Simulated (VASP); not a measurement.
# TiAl3 (P1) in VASP: single point with PBEsol

Aim: the single point of TiAl3 with PBEsol.

All numbers are computed with VASP 6.6.1; they aren't measurements. Logs are shortened: lines on timing, memory, paths and dates and some standing lists are left out, and cuts for length are marked.

### Step 1. The cell of the first run

The typed cell holds 4 atoms: a = 2.840 Å, b = 4.681 Å, c = 4.901 Å, α = 90.00°, β = 90.00°, γ = 90.00°.

### Step 2. Single point, PBEsol

Contents of INCAR:

```
PREC = Accurate ; ENCUT = 500
EDIFF = 1E-6 ; ISMEAR = 0
SIGMA = 0.1 ; LREAL = False
LASPH = True ; NELM = 120
ALGO = Normal ; ISIF = 2
LWAVE = False ; LCHARG = True
GGA = PS ; LELF = True
LVHAR = True ; NBANDS = 18
GGA_COMPAT = False
```

Contents of KPOINTS:

```
regular mesh
0
Gamma
  8 4 4
```

Contents of POSCAR:

```
TiAl3
1.0
    2.8396770000      0.0000000000      0.0000000000
    0.0000000000      4.6812640000      0.0000000000
    0.0000000000      0.0000000000      4.9007420000
Ti Al
1 3
Direct
    0.0000000000      2.3406000000      0.8131000000
    1.4198000000      2.3406000000      3.2701000000
    1.4198000000      0.0000000000      1.6217000000
    0.0000000000      0.0000000000      4.0965000000
```

Potentials or basis: VASP PAW PBE potentials, release 64 (Ti_sv, Al).

Started as:

```
cat potpaw_PBE.64/Ti_sv/POTCAR potpaw_PBE.64/Al/POTCAR > POTCAR
mpirun -np 1 vasp_std > vasp.out
```

OUTCAR:

```text
PREC = Accurate
   ENCUT = 500
   EDIFF = 1E-6
   ISMEAR = 0
   LREAL = False
   LASPH = True
   NELM = 120
   ISIF = 2
   GGA = PS

 ion  position               nearest neighbor table
   1  0.000  0.341  0.813-   4 2.11   3 2.20   3 2.48   2 2.54   2 2.78   2 2.92   2 3.13
   2  0.420  0.341  0.270-   4 2.16   3 2.35   4 2.45   1 2.54   1 2.78   1 2.92   1 3.13
   3  0.420  0.000  0.622-   1 2.20   2 2.35   1 2.48   4 2.61   4 2.84   4 2.85   4 3.06
   4  0.000  0.000  0.097-   1 2.11   2 2.16   2 2.45   3 2.61   3 2.84   3 2.85   3 3.06

  LATTYP: Found a simple orthorhombic cell.
 ALAT       =     2.8396770000
 B/A-ratio  =     1.6485198845
 C/A-ratio  =     1.7258096607

  Lattice vectors:

 A1 = (   2.8396770000,   0.0000000000,   0.0000000000)
 A2 = (   0.0000000000,   4.6812640000,   0.0000000000)
 A3 = (   0.0000000000,   0.0000000000,   4.9007420000)

Analysis of symmetry for initial positions (statically):
=====================================================================
 Subroutine PRICEL returns:
 Original cell was already a primitive cell.

 Routine SETGRP: Setting up the symmetry group for a
 simple orthorhombic supercell.

 Subroutine GETGRP returns: Found  1 space group operations
 (whereof  1 operations were pure point group operations)
 out of a pool of  8 trial point group operations.

The static configuration has the point symmetry C_1 .

Analysis of symmetry for dynamics (positions and initial velocities):
=====================================================================
 Subroutine PRICEL returns:
 Original cell was already a primitive cell.

 Routine SETGRP: Setting up the symmetry group for a
 simple orthorhombic supercell.

 Subroutine GETGRP returns: Found  1 space group operations
 (whereof  1 operations were pure point group operations)
 out of a pool of  8 trial point group operations.

The dynamic configuration has the point symmetry C_1 .

 Subroutine INISYM returns: Found  1 space group operations
 (whereof  1 operations are pure point group operations),
 and found     1 'primitive' translations

----------------------------------------------------------------------------------------

                                     Primitive cell

  volume of cell :      65.1469

  direct lattice vectors                    reciprocal lattice vectors
     2.839677000  0.000000000  0.000000000     0.352152727  0.000000000  0.000000000
     0.000000000  4.681264000  0.000000000     0.000000000  0.213617519  0.000000000
     0.000000000  0.000000000  4.900742000     0.000000000  0.000000000  0.204050734

  length of vectors
     2.839677000  4.681264000  4.900742000     0.352152727  0.213617519  0.204050734

  position of ions in fractional coordinates (direct lattice)
     0.000000000  0.340600000  0.813100000
     0.419800000  0.340600000  0.270100000
     0.419800000  0.000000000  0.621700000
     0.000000000  0.000000000  0.096500000

  ion indices of the primitive-cell ions
   primitive index   ion index
                 1           1
                 2           2
                 3           3
                 4           4

----------------------------------------------------------------------------------------

 KPOINTS: regular mesh

Automatic generation of k-mesh.
 Grid dimensions read from file:
 generate k-points for:    8    4    4

 Generating k-lattice:

  Cartesian coordinates                     Fractional coordinates (reciprocal lattice)
     0.044019091  0.000000000  0.000000000     0.125000000  0.000000000  0.000000000
     0.000000000  0.053404380  0.000000000     0.000000000  0.250000000  0.000000000
     0.000000000  0.000000000  0.051012683     0.000000000  0.000000000  0.250000000

  Length of vectors
     0.044019091  0.053404380  0.051012683

  Shift w.r.t. Gamma in fractional coordinates (k-lattice)
     0.000000000  0.000000000  0.000000000

 Subroutine IBZKPT returns following result:
 ===========================================

 Found     68 irreducible k-points:

 Following reciprocal coordinates:
            Coordinates               Weight
  0.000000  0.000000  0.000000      1.000000
  0.125000  0.000000  0.000000      2.000000
  0.250000  0.000000  0.000000      2.000000
  0.375000  0.000000  0.000000      2.000000
  0.500000  0.000000  0.000000      1.000000
  0.000000  0.250000  0.000000      2.000000
[... 16 lines left out ...]
  0.250000  0.000000 -0.250000      2.000000
  0.375000  0.000000  0.250000      2.000000
 [... further k-points ...]
   k-points           NKPTS =     68   k-points in BZ     NKDIM =     68   number of bands    NBANDS=     18
   number of dos      NEDOS =    301   number of ions     NIONS =      4
   total plane-waves  NPLWV =  31104
   dimension x,y,z NGX =    24 NGY =   36 NGZ =   36
   dimension x,y,z NGXF=    48 NGYF=   72 NGZF=   72
   ions per type =               1   3
   NGX,Y,Z   is equivalent  to a cutoff of  14.05, 12.78, 12.21 a.u.
   NGXF,Y,Z  is equivalent  to a cutoff of  28.10, 25.57, 24.42 a.u.
 SYSTEM =  unknown system
   PREC   = accura    normal or accurate (medium, high low for compatibility)
   ISTART =      0    job   : 0-new  1-cont  2-samecut
   ICHARG =      2    charge: 1-file 2-atom 10-const
   ISPIN  =      1    spin polarized calculation?
   LNONCOLLINEAR =      F non collinear calculations
   LSORBIT =      F    spin-orbit coupling
   LASPH  =      T    aspherical Exc in radial PAW
   ENCUT  =  500.0 eV  36.75 Ry    6.06 a.u.   5.18  8.54  8.94*2*pi/ulx,y,z
   NELM   =    120;   NELMIN=  2; NELMDL= -5     # of ELM steps
   EDIFF  = 0.1E-05   stopping-criterion for ELM
   LREAL  =      F    real-space projection
[... 7 lines left out ...]
   TEBEG  =    0.0;   TEEND  =   0.0 temperature during run
   PSTRESS=    0.0 pullay stress
   NELECT =      21.0000    total number of electrons
   NUPDOWN=      -1.0000    fix difference up-down
   EMIN   =  10.00;   EMAX   =-10.00  energy-range for DOS
   EFERMI =   0.00;   METHOD = LEGACY
   ISMEAR =     0;   SIGMA  =   0.10  broadening in eV -4-tet -1-fermi 0-gaus
   EFERMI_NEDOS =   21; number of points for ismear=-14 and -15
   IALGO  =     38    algorithm
   IMIX   =      4    mixing-type and parameters
     AMIX     =   0.40;   BMIX     =  1.00
     AMIX_MAG =   1.60;   BMIX_MAG =  1.00
  volume/ion in A,a.u.               =      16.29       109.91
  Fermi-wavevector in a.u.,A,eV,Ry     =   1.122492  2.121202 17.143184  1.259988
  Thomas-Fermi vector in A             =   2.259152
   LORBIT       =      0    0 simple, 1 ext, 2 COOP (PROOUT), +10 PAW based schemes
   GGA     = PS    functional components
   LHFCALC =     F    Hartree Fock is set to
   AEXX    =    0.0000 exact exchange contribution
   IVDW    =     0    specifies the selected vdW correction
   LEPSILON=     F    determine dielectric tensor
   LRPA    =     F    only Hartree local field effects (RPA)
 non-spin polarized calculation
 Gauss-broadening in eV      SIGMA  =   0.10
  energy-cutoff  :      500.00
  volume of cell :       65.15
 maximum number of plane-waves:      1678
 NGX is ok and might be reduce to    24
   NGX = 11   NGY = 17   NGZ = 17

 number of electron      20.9999998 magnetization

 Free energy of the ion-electron system (eV)
  ---------------------------------------------------
  ext. energy  EPLUGINS =         0.00000000
  ---------------------------------------------------
  free energy    TOTEN  =       -16.68407686 eV

  energy without entropy =      -16.66318022  energy(sigma->0) =      -16.67362854

 E-fermi :   7.7759     XC(G=0): -10.4929

 val. band max:        7.7714432568   @ k =   0.2500   0.5000  -0.2500
 cond. band min:       7.7811813153   @ k =   0.2500   0.2500   0.0000
 fundamental gap:      0.0097380585
 Fermi energy:         7.7758949351

 k-point     1 :       0.0000    0.0000    0.0000
  band No.  band energies     occupation
      1     -48.0533      2.00000
      2     -24.6341      2.00000
      3     -24.5870      2.00000
      4     -24.1536      2.00000
      5      -2.6486      2.00000
      6       2.4152      2.00000
[... 10 lines left out ...]
     17      13.5760      0.00000
     18      14.3416      0.00000

 k-point     2 :       0.1250    0.0000    0.0000
  band No.  band energies     occupation
      1     -48.0448      2.00000
      2     -24.6257      2.00000
      3     -24.5780      2.00000
      4     -24.2265      2.00000
      5      -2.3617      2.00000
      6       2.6639      2.00000
[... 10 lines left out ...]
     17      12.4955      0.00000
     18      13.7470      0.00000

 k-point     3 :       0.2500    0.0000    0.0000
  band No.  band energies     occupation
      1     -48.0242      2.00000
      2     -24.6063      2.00000
      3     -24.5563      2.00000
      4     -24.3990      2.00000
      5      -1.5158      2.00000
      6       3.3828      2.00000
[... 10 lines left out ...]
     17      12.8114      0.00000
     18      13.5438      0.00000

 k-point     4 :       0.3750    0.0000    0.0000
  band No.  band energies     occupation
      1     -48.0036      2.00000
      2     -24.6050      2.00000
      3     -24.5513      2.00000
      4     -24.5327      2.00000
      5      -0.1529      2.00000
      6       3.8120      2.00000
[... 375 lines left out ...]
      4     -24.3989      2.00000
      5      -1.1997      2.00000
      6       1.9614      2.00000
[... 10 lines left out ...]
     17      12.3057      0.00000
     18      13.1526      0.00000

 k-point    23 :       0.2500    0.0000   -0.2500
  band No.  band energies     occupation
      1     -48.0242      2.00000
      2     -24.6063      2.00000
      3     -24.5574      2.00000
      4     -24.3988      2.00000
      5      -1.1965      2.00000
      6       1.9627      2.00000
[... 10 lines left out ...]
     17      12.5499      0.00000
     18      13.1491      0.00000

 k-point    24 :       0.3750    0.0000    0.2500
  band No.  band energies     occupation
      1     -48.0036      2.00000
      2     -24.6049      2.00000
      3     -24.5511      2.00000
      4     -24.5335      2.00000
      5       0.1251      2.00000
      6       3.0825      2.00000
[... 10 lines left out ...]
     17      12.1342      0.00000
     18      12.5849      0.00000

 [... further k-points ...]

------------------------ aborting loop because EDIFF is reached ----------------------------------------

  FORCE on cell =-STRESS in cart. coord.  units (eV):
  Direction    XX          YY          ZZ          XY          YZ          ZX
  --------------------------------------------------------------------------------------
  -------------------------------------------------------------------------------------
  Total        7.2567248     16.2431517     11.2785012     -0.0945763     -1.5523506      0.4701601
  in kB      178.4667511    399.4725721    277.3754733     -2.3259433    -38.1774123     11.5627841
  external PRESSURE =     285.1049322 kB  Pullay stress =       0.0000000 kB

 VOLUME and BASIS-vectors are now :
 -----------------------------------------------------------------------------
  energy-cutoff  :      500.00
  volume of cell :       65.15
      direct lattice vectors                 reciprocal lattice vectors
     2.839677000  0.000000000  0.000000000     0.352152727  0.000000000  0.000000000
     0.000000000  4.681264000  0.000000000     0.000000000  0.213617519  0.000000000
     0.000000000  0.000000000  4.900742000     0.000000000  0.000000000  0.204050734

 POSITION                                       TOTAL-FORCE (eV/Angst)
 -----------------------------------------------------------------------------------
      0.00000      1.59444      3.98479        -2.096613      8.535896     -2.681070
      1.19210      1.59444      1.32369         1.964886      5.930183      1.790487
      1.19210      0.00000      3.04679         1.682900     -5.881151     -1.017374
      0.00000      0.00000      0.47292        -1.551173     -8.584928      1.907957
 -----------------------------------------------------------------------------------
    total drift:                               -0.000202      0.000388     -0.000195

  FREE ENERGIE OF THE ION-ELECTRON SYSTEM (eV)
  ---------------------------------------------------
  free  energy   TOTEN  =       -16.6840768605 eV

  energy  without entropy=      -16.6631802173  energy(sigma->0) =      -16.67362854
```

It took 1.9 min on 1 thread of Intel Xeon 8259CL, shared host; peak memory 0.22 GiB.

Results:

- Free energy: -16.6841 eV
- Pressure: 28.5 GPa
- Largest force: 9.189 eV/Å
- Band gap on the k mesh: zero (an odd number of electrons rules out a gap without spin polarisation)

Forces in eV/Å, atoms in the order of the input:
```
Ti  -2.097  8.536 -2.681
Al   1.965  5.930  1.790
Al   1.683 -5.881 -1.017
Al  -1.551 -8.585  1.908
```

Stress tensor (GPa, compression positive):
```
17.85 -0.23  1.16
-0.23 39.95 -3.82
 1.16 -3.82 27.74
```

Caveat: the stress differs along the axes, from 18 to 40 GPa; the PAW data sets were made with another functional, which shifts forces and pressure a little.
